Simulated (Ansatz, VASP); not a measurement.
**Ge2P: VASP beside Ansatz**

```
CELL_PARAMETERS angstrom
4.29893 0.00000 0.00000
0.00000 4.29893 0.00000
0.00000 0.00000 3.75647
ATOMIC_POSITIONS crystal
Ge 0.00000 0.50000 0.00000
Ge 0.50000 0.00000 0.00000
P 0.00000 0.00000 0.00000
```

Change from the starting cell: species swapped into the CuI2 type (P4/mmm, No. 123).

Alike in both runs: task relaxation of cell and atoms; functional PBE; k mesh 4 × 4 × 4; occupations gaussian, width 0.1 eV; no spin polarisation.

```csv
,VASP,Ansatz
version,VASP 6.6.1,Ansatz 0.2.0
potentials or method,"VASP PAW PBE potentials, release 64 (Ge_d, P), cutoff 600 eV","scalar-relativistic, plane waves, PAW"
valence electrons in the cell,33,33
```

```csv
,VASP,Ansatz,Ansatz less VASP
"gap on the k mesh at the Fermi level, each at its own relaxed structure (eV)",none,none,-
relaxed volume (Å³/atom),21.90,21.87,-0.025
relaxed cell length with the largest relative difference (Å),2.675,2.671,-0.0040
```

A gap of «none» marks a metal or a gap that the smearing closes.

The k mesh is coarse, so the values compare programs but aren't converged.
